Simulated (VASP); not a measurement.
RbP2O5: single point with PBE

Crystal: RbP2O5.

```
Rb P O
1.0
     5.43332    0.00000    0.00000
    -2.71666    4.70539    0.00000
     0.00000    0.00000    5.68900
Rb P O
1 2 5
Direct
  0.00000 0.00000 0.95940
  0.33333 0.66667 0.44136
  0.66667 0.33333 0.44136
  0.33333 0.66667 0.17948
  0.00000 0.50000 0.55655
  0.50000 0.50000 0.55655
  0.50000 0.00000 0.55655
  0.66667 0.33333 0.17948
```

The cell was built from a structure type or drawn by symmetry, and may not be a known phase.

```
Program             : VASP 6.6.1
Task                : single point
Functional          : PBE
Potentials or basis : VASP PAW PBE potentials, release 64 (Rb_sv, P, O)
Cutoff              : 520 eV
k mesh              : 6 × 6 × 4
Occupations         : gaussian, width 0.1 eV
Spin                : collinear spin, ferromagnetic start
Starting moments    : [0.0, 0.0, 0.0, 1.0, 1.0, 1.0, 1.0, 1.0] μB
```

The pressure is -0.3 GPa and the largest force is 0.047 eV/Å. The net moment is 0.00 μB per cell and the valence electrons inside the program's atomic spheres are Rb 7.29; P 2.33; O 5.11, 5.09 (each value once).

Forces on the atoms (eV/Å):
```
Rb   0.000  0.000  0.001
P    0.000  0.000  0.035
P    0.000  0.000  0.035
O    0.000  0.000  0.035
O    0.000  0.000 -0.047
O    0.000  0.000 -0.047
O    0.000  0.000 -0.047
O    0.000  0.000  0.035
```

Stress tensor (GPa, compression positive):
```
-0.35  0.00  0.00
 0.00 -0.35  0.00
 0.00  0.00 -0.19
```

Levels at points of the mesh, in eV from the Fermi level:
Spin up:
```tsv
k point	band 21	band 22	band 23	band 24	band 25	band 26	band 27	band 28	band 29	band 30
(0.00, 0.00, 0.00)	-4.70	-4.70	-4.65	-4.65	-1.79	1.13	3.31	3.31	3.80	3.96
(0.50, 0.00, 0.00)	-4.69	-4.67	-4.64	-4.52	0.47	2.37	3.31	3.91	3.92	4.41
(0.00, 0.00, 0.50)	-4.64	-4.64	-4.55	-4.55	-1.57	2.29	3.05	3.05	3.24	3.35
(0.50, 0.00, 0.50)	-4.69	-4.66	-4.55	-4.54	0.58	2.88	3.35	3.75	3.81	4.19
```
Spin down:
| k point | band 21 | band 22 | band 23 | band 24 | band 25 | band 26 | band 27 | band 28 | band 29 | band 30 |
| --- | --- | --- | --- | --- | --- | --- | --- | --- | --- | --- |
| (0.00, 0.00, 0.00) | -4.70 | -4.70 | -4.65 | -4.65 | -1.79 | 1.13 | 3.31 | 3.31 | 3.80 | 3.96 |
| (0.50, 0.00, 0.00) | -4.69 | -4.67 | -4.64 | -4.52 | 0.47 | 2.37 | 3.31 | 3.91 | 3.92 | 4.41 |
| (0.00, 0.00, 0.50) | -4.64 | -4.64 | -4.55 | -4.55 | -1.57 | 2.29 | 3.05 | 3.05 | 3.24 | 3.35 |
| (0.50, 0.00, 0.50) | -4.69 | -4.66 | -4.55 | -4.54 | 0.58 | 2.88 | 3.35 | 3.75 | 3.81 | 4.19 |

Wall time 2.6 min on 1 thread of Intel(R) Xeon(R) Platinum 8488C (Sapphire Rapids), on a shared host, peak memory 0.39 GiB.
